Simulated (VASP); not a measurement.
**Mo: single point with LDA**

The system is Mo.

```
Mo
1.0
    -1.35088    1.81758    1.49859
     1.35088   -1.81758    1.49859
     1.35088    1.81758   -1.49859
Mo
1
Direct
  0.00000 0.00000 0.00000
```

This cell differs from its parent crystal: strain +e along x and -e along y -0.1500, strain +e along z and -e/2 along x and y -0.0367.

```yaml
Program: VASP 6.6.1
Task: single point
Functional: LDA
Potentials_or_basis: VASP PAW LDA potentials, release 64 (Mo_sv)
Cutoff: 520 eV
k_mesh: 20 × 20 × 20
Occupations: gaussian, width 0.15 eV
Spin: no spin polarisation
Dipole_correction: no
Further_INCAR_settings: ALGO = Fast; EDIFF = 1e-06; NBANDS = 13
```

```yaml
Pressure: 12.8 GPa
Band_gap_on_the_k_mesh: zero (bands 7 and 8 overlap by 5.46 eV)
```

Stress tensor (GPa, compression positive):
```
25.37  0.00  0.00
 0.00  1.18  0.00
 0.00  0.00 11.86
```

Levels at points of the mesh, in eV from the Fermi level:
| k point | band 3 | band 4 | band 5 | band 6 | band 7 | band 8 | band 9 | band 10 | band 11 | band 12 |
| --- | --- | --- | --- | --- | --- | --- | --- | --- | --- | --- |
| (0.00, 0.00, 0.00) | -33.89 | -33.73 | -7.14 | -2.22 | -0.51 | -0.45 | 1.11 | 2.81 | 13.15 | 16.24 |
| (0.50, 0.00, 0.00) | -34.03 | -33.95 | -5.18 | -1.14 | -0.92 | 1.26 | 2.90 | 4.94 | 11.72 | 13.05 |
| (0.00, 0.50, 0.00) | -34.52 | -34.30 | -5.70 | -4.84 | 3.39 | 3.77 | 4.92 | 5.38 | 12.64 | 14.49 |
| (0.50, 0.50, 0.00) | -34.37 | -34.07 | -5.34 | -2.81 | -0.02 | 2.36 | 4.55 | 4.63 | 12.43 | 12.92 |
| (0.50, 0.50, 0.50) | -34.93 | -34.40 | -5.87 | -5.21 | 4.31 | 4.94 | 5.13 | 5.88 | 10.53 | 13.57 |

It took 2.7 min on 1 thread of Intel Xeon 8259CL, with other jobs on the host, peak memory 0.3 GiB.

Caveat: the cell differs from its parent crystal (strain +e along x and -e along y -0.1500, strain +e along z and -e/2 along x and y -0.0367); the cell stands under pressure.
